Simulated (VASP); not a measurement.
# CdSe (F-43m) in VASP: further runs

The runs below take CdSe through single point, relaxation of cell and atoms, with PBEsol+D3(BJ), PBEsol+D4, PBE-based global hybrid with 10 % exact exchange.

Program: VASP 6.6.1. These are calculated values, not measurements. Logs are shortened: lines on timing, memory, paths and dates and some standing lists are left out, and cuts for length are marked.

### 1 The cell of the first run

It takes space group F-43m (No. 216, cubic). The conventional cell has a = 6.141 Å, b = 6.141 Å, c = 6.141 Å, α = 90.00°, β = 90.00°, γ = 90.00°. Cd (site symmetry -43m) has 4 Se at 2.66 Å within 3.5 Å. Within 3.5 Å of Se (site symmetry -43m) lie 4 Cd at 2.66 Å.

### 2 Single point, PBEsol+D3(BJ)

Contents of INCAR:

```
PREC = Accurate ; ENCUT = 520
EDIFF = 1E-6 ; ISMEAR = -1
SIGMA = 0.05 ; LREAL = F
LASPH = T ; NELM = 80
ALGO = Normal ; ISIF = 2
LWAVE = F ; LCHARG = T
GGA = PS ; IVDW = 12
LELF = T ; LVHAR = T
NBANDS = 16
```

Contents of KPOINTS:

```
Automatic mesh
0
Gamma
  8 8 8
```

Contents of POSCAR:

```
CdSe
1.0
    0.0000000000      3.0702711986      3.0702711986
    3.0702711986      0.0000000000      3.0702711986
    3.0702711986      3.0702711986      0.0000000000
Cd Se
1 1
Direct
    0.0000000000      0.0000000000      0.0000000000
    0.2500000000      0.2500000000      0.2500000000
```

Potentials or basis: VASP PAW PBE potentials, release 64 (Cd, Se).

Command:

```bash
> cat potpaw_PBE.64/Cd/POTCAR potpaw_PBE.64/Se/POTCAR > POTCAR
> mpirun -np 1 vasp_std > vasp.out
```

OUTCAR:

```text
PREC = Accurate
   ENCUT = 520
   EDIFF = 1E-6
   ISMEAR = -1
   LREAL = F
   LASPH = T
   NELM = 80
   ISIF = 2
   GGA = PS
   IVDW = 12
 IVDW          = 12

 ion  position               nearest neighbor table
   1  0.000  0.000  0.000-   2 2.66   2 2.66   2 2.66   2 2.66
   2  0.250  0.250  0.250-   1 2.66   1 2.66   1 2.66   1 2.66

  LATTYP: Found a face centered cubic cell.
 ALAT       =     6.1405423972

  Lattice vectors:

 A1 = (   0.0000000000,   3.0702711986,   3.0702711986)
 A2 = (   3.0702711986,   0.0000000000,   3.0702711986)
 A3 = (   3.0702711986,   3.0702711986,   0.0000000000)

Analysis of symmetry for initial positions (statically):
=====================================================================
 Subroutine PRICEL returns:
 Original cell was already a primitive cell.

 Routine SETGRP: Setting up the symmetry group for a
 face centered cubic supercell.

 Subroutine GETGRP returns: Found 24 space group operations
 (whereof 24 operations were pure point group operations)
 out of a pool of 48 trial point group operations.

The static configuration has the point symmetry T_d .

Analysis of symmetry for dynamics (positions and initial velocities):
=====================================================================
 Subroutine PRICEL returns:
 Original cell was already a primitive cell.

 Routine SETGRP: Setting up the symmetry group for a
 face centered cubic supercell.

 Subroutine GETGRP returns: Found 24 space group operations
 (whereof 24 operations were pure point group operations)
 out of a pool of 48 trial point group operations.

The dynamic configuration has the point symmetry T_d .

 Subroutine INISYM returns: Found 24 space group operations
 (whereof 24 operations are pure point group operations),
 and found     1 'primitive' translations

----------------------------------------------------------------------------------------

                                     Primitive cell

  volume of cell :      57.8842

  direct lattice vectors                    reciprocal lattice vectors
     0.000000000  3.070271199  3.070271199    -0.162852063  0.162852063  0.162852063
     3.070271199  0.000000000  3.070271199     0.162852063 -0.162852063  0.162852063
     3.070271199  3.070271199  0.000000000     0.162852063  0.162852063 -0.162852063

  length of vectors
     4.342019169  4.342019169  4.342019169     0.282068048  0.282068048  0.282068048

  position of ions in fractional coordinates (direct lattice)
     0.000000000  0.000000000  0.000000000
     0.250000000  0.250000000  0.250000000

  ion indices of the primitive-cell ions
   primitive index   ion index
                 1           1
                 2           2

----------------------------------------------------------------------------------------

 KPOINTS: Automatic mesh

Automatic generation of k-mesh.
 Grid dimensions read from file:
 generate k-points for:    8    8    8

 Generating k-lattice:

  Cartesian coordinates                     Fractional coordinates (reciprocal lattice)
    -0.020356508  0.020356508  0.020356508     0.125000000  0.000000000  0.000000000
     0.020356508 -0.020356508  0.020356508     0.000000000  0.125000000  0.000000000
     0.020356508  0.020356508 -0.020356508     0.000000000  0.000000000  0.125000000

  Length of vectors
     0.035258506  0.035258506  0.035258506

  Shift w.r.t. Gamma in fractional coordinates (k-lattice)
     0.000000000  0.000000000  0.000000000

 Subroutine IBZKPT returns following result:
 ===========================================

 Found     29 irreducible k-points:

 Following reciprocal coordinates:
            Coordinates               Weight
  0.000000  0.000000  0.000000      1.000000
  0.125000  0.000000  0.000000      8.000000
  0.250000  0.000000  0.000000      8.000000
  0.375000  0.000000  0.000000      8.000000
  0.500000  0.000000  0.000000      4.000000
  0.125000  0.125000  0.000000      6.000000
[... 16 lines left out ...]
  0.500000  0.250000  0.125000     48.000000
 -0.375000  0.250000  0.125000     24.000000
 [... further k-points ...]
   k-points           NKPTS =     29   k-points in BZ     NKDIM =     29   number of bands    NBANDS=     16
   number of dos      NEDOS =    301   number of ions     NIONS =      2
   total plane-waves  NPLWV =  32768
   dimension x,y,z NGX =    32 NGY =   32 NGZ =   32
   dimension x,y,z NGXF=    64 NGYF=   64 NGZF=   64
   ions per type =               1   1
   NGX,Y,Z   is equivalent  to a cutoff of  12.25, 12.25, 12.25 a.u.
   NGXF,Y,Z  is equivalent  to a cutoff of  24.50, 24.50, 24.50 a.u.
 SYSTEM =  unknown system
   PREC   = accura    normal or accurate (medium, high low for compatibility)
   ISTART =      0    job   : 0-new  1-cont  2-samecut
   ICHARG =      2    charge: 1-file 2-atom 10-const
   ISPIN  =      1    spin polarized calculation?
   LNONCOLLINEAR =      F non collinear calculations
   LSORBIT =      F    spin-orbit coupling
   LASPH  =      T    aspherical Exc in radial PAW
   ENCUT  =  520.0 eV  38.22 Ry    6.18 a.u.   8.07  8.07  8.07*2*pi/ulx,y,z
   NELM   =     80;   NELMIN=  2; NELMDL= -5     # of ELM steps
   EDIFF  = 0.1E-05   stopping-criterion for ELM
   LREAL  =      F    real-space projection
   EDIFFG = 0.1E-04   stopping-criterion for IOM
   NSW    =      0    number of steps for IOM
   IBRION =     -1    ionic relax: 0-MD 1-quasi-New 2-CG
   NFREE  =      0    steps in history (QN), initial steepest desc. (CG)
   ISIF   =      2    stress and relaxation
   ISYM   =      2    0-nonsym 1-usesym 2-fastsym
   POTIM  = 0.5000    time-step for ionic-motion
   TEBEG  =    0.0;   TEEND  =   0.0 temperature during run
   PSTRESS=    0.0 pullay stress
   NELECT =      18.0000    total number of electrons
   NUPDOWN=      -1.0000    fix difference up-down
   EMIN   =  10.00;   EMAX   =-10.00  energy-range for DOS
   EFERMI =   0.00;   METHOD = LEGACY
   ISMEAR =    -1;   SIGMA  =   0.05  broadening in eV -4-tet -1-fermi 0-gaus
   EFERMI_NEDOS =   21; number of points for ismear=-14 and -15
   IALGO  =     38    algorithm
   IMIX   =      4    mixing-type and parameters
     AMIX     =   0.40;   BMIX     =  1.00
     AMIX_MAG =   1.60;   BMIX_MAG =  1.00
  volume/ion in A,a.u.               =      28.94       195.31
  Fermi-wavevector in a.u.,A,eV,Ry     =   1.109121  2.095935 16.737199  1.230149
  Thomas-Fermi vector in A             =   2.245657
   LORBIT       =      0    0 simple, 1 ext, 2 COOP (PROOUT), +10 PAW based schemes
   GGA     = PS    functional components
   LHFCALC =     F    Hartree Fock is set to
   AEXX    =    0.0000 exact exchange contribution
   IVDW    =    12    specifies the selected vdW correction
   LEPSILON=     F    determine dielectric tensor
   LRPA    =     F    only Hartree local field effects (RPA)
 non-spin polarized calculation
  energy-cutoff  :      520.00
  volume of cell :       57.88
 maximum number of plane-waves:      1588
   NGX = 17   NGY = 17   NGZ = 17

 number of electron      18.0000008 magnetization

 Free energy of the ion-electron system (eV)
  ---------------------------------------------------
  ext. energy  EPLUGINS =         0.00000000
  ---------------------------------------------------
  free energy    TOTEN  =        -6.17291383 eV

  energy without entropy =       -6.17284499  energy(sigma->0) =       -6.17287941

 E-fermi :   0.8425     XC(G=0):  -8.9695

 val. band max:        0.5892103619   @ k =   0.0000   0.0000   0.0000
 cond. band min:       1.0155911746   @ k =   0.0000   0.0000   0.0000
 fundamental gap:      0.4263808127
 Fermi energy:         0.8425372424

 k-point     1 :       0.0000    0.0000    0.0000
  band No.  band energies     occupation
      1     -11.8774      2.00000
      2      -7.2287      2.00000
      3      -7.2287      2.00000
      4      -7.2287      2.00000
      5      -6.8776      2.00000
      6      -6.8776      2.00000
[... 8 lines left out ...]
     15      11.5878      0.00000
     16      11.5878      0.00000

 k-point     2 :       0.1250    0.0000    0.0000
  band No.  band energies     occupation
      1     -11.8263      2.00000
      2      -7.2126      2.00000
      3      -7.2126      2.00000
      4      -7.1830      2.00000
      5      -6.8784      2.00000
      6      -6.8784      2.00000
[... 8 lines left out ...]
     15      10.8016      0.00000
     16      10.8074      0.00000

 k-point     3 :       0.2500    0.0000    0.0000
  band No.  band energies     occupation
      1     -11.7014      2.00000
      2      -7.1773      2.00000
      3      -7.1773      2.00000
      4      -7.0288      2.00000
      5      -6.8757      2.00000
      6      -6.8757      2.00000
[... 8 lines left out ...]
     15      10.5523      0.00000
     16      10.5523      0.00000

 k-point     4 :       0.3750    0.0000    0.0000
  band No.  band energies     occupation
      1     -11.5749      2.00000
      2      -7.1494      2.00000
      3      -7.1494      2.00000
      4      -6.8638      2.00000
      5      -6.8638      2.00000
      6      -6.7711      2.00000
[... 8 lines left out ...]
     15      11.4102      0.00000
     16      11.4102      0.00000
[... 324 lines left out ...]
 k-point    22 :       0.3750    0.2500    0.1250
  band No.  band energies     occupation
      1     -11.6090      2.00000
      2      -7.1385      2.00000
      3      -7.1203      2.00000
      4      -6.9795      2.00000
      5      -6.8696      2.00000
      6      -6.8345      2.00000
[... 8 lines left out ...]
     15      11.9682      0.00000
     16      13.0401      0.00000

 k-point    23 :       0.5000    0.2500    0.1250
  band No.  band energies     occupation
      1     -11.5085      2.00000
      2      -7.1117      2.00000
      3      -7.0951      2.00000
      4      -6.9200      2.00000
      5      -6.8571      2.00000
      6      -6.6564      2.00000
[... 8 lines left out ...]
     15      12.2595      0.00000
     16      12.9863      0.00000

 k-point    24 :      -0.3750    0.2500    0.1250
  band No.  band energies     occupation
      1     -11.4670      2.00000
      2      -7.1068      2.00000
      3      -7.0836      2.00000
      4      -6.8961      2.00000
      5      -6.8624      2.00000
      6      -6.5245      2.00000
[... 8 lines left out ...]
     15      12.0668      0.00000
     16      13.0183      0.00000

 [... further k-points ...]

------------------------ aborting loop because EDIFF is reached ----------------------------------------

 Edisp (eV)   -0.57388

 E8    (eV) :    -0.3757

  FORCE on cell =-STRESS in cart. coord.  units (eV):
  Direction    XX          YY          ZZ          XY          YZ          ZX
  --------------------------------------------------------------------------------------
  -------------------------------------------------------------------------------------
  Total      -0.97703    -0.97703    -0.97703    -0.00000    -0.00000    -0.00000
  in kB     -27.04321   -27.04321   -27.04321    -0.00000    -0.00000    -0.00000
  external pressure =      -27.04 kB  Pullay stress =        0.00 kB

 VOLUME and BASIS-vectors are now :
 -----------------------------------------------------------------------------
  energy-cutoff  :      520.00
  volume of cell :       57.88
      direct lattice vectors                 reciprocal lattice vectors
     0.000000000  3.070271199  3.070271199    -0.162852063  0.162852063  0.162852063
     3.070271199  0.000000000  3.070271199     0.162852063 -0.162852063  0.162852063
     3.070271199  3.070271199  0.000000000     0.162852063  0.162852063 -0.162852063

 POSITION                                       TOTAL-FORCE (eV/Angst)
 -----------------------------------------------------------------------------------
      0.00000      0.00000      0.00000         0.000000      0.000000      0.000000
      1.53514      1.53514      1.53514        -0.000000     -0.000000     -0.000000
 -----------------------------------------------------------------------------------
    total drift:                               -0.000000     -0.000000     -0.000000

  FREE ENERGIE OF THE ION-ELECTRON SYSTEM (eV)
  ---------------------------------------------------
  free  energy   TOTEN  =        -6.7467961888 eV

  energy  without entropy=       -6.7467273556  energy(sigma->0) =       -6.74676177
```

Wall time 16 s (1 thread of Intel Xeon Platinum 8375C at 2.90GHz (Ice Lake), shared host); peak memory 0.2 GiB.

What came out:

| Item | Value |
| --- | --- |
| Free energy | -6.7468 eV |
| Pressure | -2.7 GPa |
| Band gap on the k mesh | 0.43 eV |
| Dispersion energy per atom | -0.287 eV |

Levels at points of the mesh, in eV from the valence-band top:
```tsv
k point	band 7	band 8	band 9	band 10	band 11	band 12
(0.00, 0.00, 0.00)	0.00	0.00	0.00	0.43	5.85	5.85
(0.50, 0.00, 0.00)	-4.28	-0.72	-0.72	2.25	6.36	6.36
(0.50, 0.50, 0.00)	-4.00	-1.78	-1.78	3.05	3.65	8.85
```

Caveat: three body term missing; semilocal functionals underestimate gaps, and a narrow one can read as zero; the PAW data sets were made with another functional, which shifts forces and pressure a little.

### 3 Relaxation of cell and atoms, PBEsol+D4

Contents of INCAR:

```
ALGO     = Normal         # electronic algorithm
EDIFF    = 1E-6           # SCF threshold, eV
EDIFFG   = -0.01          # ionic threshold
ENCUT    = 600            # plane-wave cutoff, eV
GGA      = PS             # functional
IBRION   = 2              # ionic algorithm
ISIF     = 3              # what is computed and relaxed
ISMEAR   = -1             # smearing method
IVDW     = 13             # dispersion correction
LASPH    = T              # aspherical terms in the spheres
LCHARG   = F              # write CHGCAR
LREAL    = F              # projectors in reciprocal space
LWAVE    = F              # write WAVECAR
NELM     = 60             # most SCF steps
NSW      = 60             # ionic steps
PREC     = Accurate       # precision mode
SIGMA    = 0.05           # smearing width, eV
```

Contents of KPOINTS:

```
k-points
0
Gamma
  8 8 8
```

POSCAR is that of step 2.

Potentials or basis: VASP PAW PBE potentials, release 64 (Cd, Se).

Command:

```bash
> cat potpaw_PBE.64/Cd/POTCAR potpaw_PBE.64/Se/POTCAR > POTCAR
> mpirun -np 1 vasp_std > vasp.out
```

Run time: 44 s. Hardware: 1 thread of Intel Xeon Platinum 8375C at 2.90GHz (Ice Lake), shared host; peak memory 0.23 GiB.

The run converged. Its results:

* Free energy: -6.5633 eV
* Relaxed volume: 27.72 Å³/atom
* Relaxed cell: a = 4.280 Å, b = 4.280 Å, c = 4.280 Å, α = 60.00°, β = 60.00°, γ = 60.00°
* Space group after relaxing (to 0.1 Å): F-43m (No. 216)
* Energy gained by relaxing: 8.5 meV/atom
* Ionic steps: 3
* Pressure after relaxing: 0.0 GPa
* Band gap on the k mesh: 0.51 eV
* Dispersion energy per atom: -0.195 eV

The path:
| step | energy change (eV) | largest force (eV/Å) | pressure (GPa) | volume (Å³) |
| --- | --- | --- | --- | --- |
| 1 | 0.0000 | 0.0000 | -2.13 | 57.88 |
| 2 | -0.0152 | 0.0000 | 0.69 | 54.72 |
| 3 | -0.0169 | 0.0000 | 0.01 | 55.43 |

Final structure:
```
Cd Se
1.0
     0.00000    3.02629    3.02629
     3.02629    0.00000    3.02629
     3.02629    3.02629    0.00000
Cd Se
1 1
Direct
  0.00000 0.00000 0.00000
  0.25000 0.25000 0.25000
```

Levels at points of the mesh, in eV from the valence-band top:
```
           k point  band 5  band 6  band 7  band 8  band 9  band 10  band 11  band 12  band 13
(0.00, 0.00, 0.00)   -7.57   -7.57    0.00    0.00    0.00     0.51     5.85     5.85     5.85
(0.50, 0.00, 0.00)   -7.54   -7.26   -4.54   -0.78   -0.78     2.30     6.36     6.36     7.32
(0.50, 0.50, 0.00)   -7.51   -7.20   -4.20   -1.93   -1.93     2.97     3.68     9.05    10.22
```

Caveat: semilocal functionals underestimate gaps, and a narrow one can read as zero; the PAW data sets were made with another functional, which shifts forces and pressure a little.

### 4 Single point, PBE-based global hybrid with 10 % exact exchange

POSCAR is that of step 3.

Contents of INCAR.step1:

```
SYSTEM = CdSe
ALGO = Normal
EDIFF = 1E-5
ENCUT = 520
GGA = PE
ISIF = 2
ISMEAR = -1
LASPH = .TRUE.
LCHARG = .FALSE.
LREAL = .FALSE.
LWAVE = .TRUE.
NBANDS = 16
NELM = 80
PREC = Accurate
SIGMA = 0.05
```

Contents of INCAR.step2:

```
SYSTEM = CdSe
AEXX = 0.1
ALGO = Normal
EDIFF = 1E-6
ENCUT = 520
GGA = PE
ISIF = 2
ISMEAR = -1
ISTART = 1
LASPH = .TRUE.
LCHARG = .FALSE.
LHFCALC = .TRUE.
LREAL = .FALSE.
LWAVE = .FALSE.
NBANDS = 16
NELM = 80
PREC = Accurate
PRECFOCK = Normal
SIGMA = 0.05
```

Contents of KPOINTS:

```
k-points
0
G
  4 4 4
  0 0 0
```

Command:

```bash
> cat potpaw_PBE.64/Cd/POTCAR potpaw_PBE.64/Se/POTCAR > POTCAR
> cp INCAR.step1 INCAR
> mpirun -np 1 vasp_std > vasp.out
> cp INCAR.step2 INCAR
> mpirun -np 1 vasp_std > vasp.out
```

It took 9.5 min on 1 thread of Intel Xeon Platinum 8375C at 2.90GHz (Ice Lake), shared host; peak memory 0.2 GiB.

The run converged. Its results:

* Free energy: -6.2034 eV
* Pressure: 1.1 GPa
* Band gap on the k mesh: 1.18 eV

Levels at points of the mesh, in eV from the valence-band top:
```csv
k point,band 6,band 7,band 8,band 9,band 10,band 11,band 12,band 13
"(0.00, 0.00, 0.00)",-8.03,0.00,0.00,0.00,1.18,6.62,6.62,6.62
"(0.50, 0.00, 0.00)",-7.74,-4.37,-0.73,-0.73,3.02,7.12,7.12,8.06
"(0.50, 0.50, 0.00)",-7.67,-4.09,-1.82,-1.82,3.78,4.40,9.75,10.88
```

Caveat: the k points lie up to 0.44 Å⁻¹ apart; the PAW data sets were made with another functional, which shifts forces and pressure a little.

### 5 The runs side by side

| task | level | cell | k mesh | cutoff (eV) | grid for exact exchange (PRECFOCK) | share of exact exchange | gap on the mesh (eV) | pressure (GPa) |
| --- | --- | --- | --- | --- | --- | --- | --- | --- |
| single point | PBEsol+D3(BJ) | as given | 8 × 8 × 8 | 520 | - | - | 0.43 | -2.7 |
| relaxation of cell and atoms | PBEsol+D4 | relaxed | 8 × 8 × 8 | 600 | - | - | 0.51 | 0.0 |
| single point | PBE-based global hybrid with 10 % exact exchange | as given | 4 × 4 × 4 | 520 | Normal | 0.1 | 1.18 | 1.1 |

Alike in all rows: potentials or basis VASP PAW PBE potentials, release 64 (Cd, Se); no spin polarisation; smearing fermi-dirac 0.05 eV.

Caveats: some runs use coarse meshes; the PAW data sets were made with another functional, which shifts forces and pressure a little; semilocal functionals underestimate gaps, and a narrow one can read as zero (at least some runs); three body term missing (at least some runs).

Absolute energies hang on the potentials; compare differences alone.
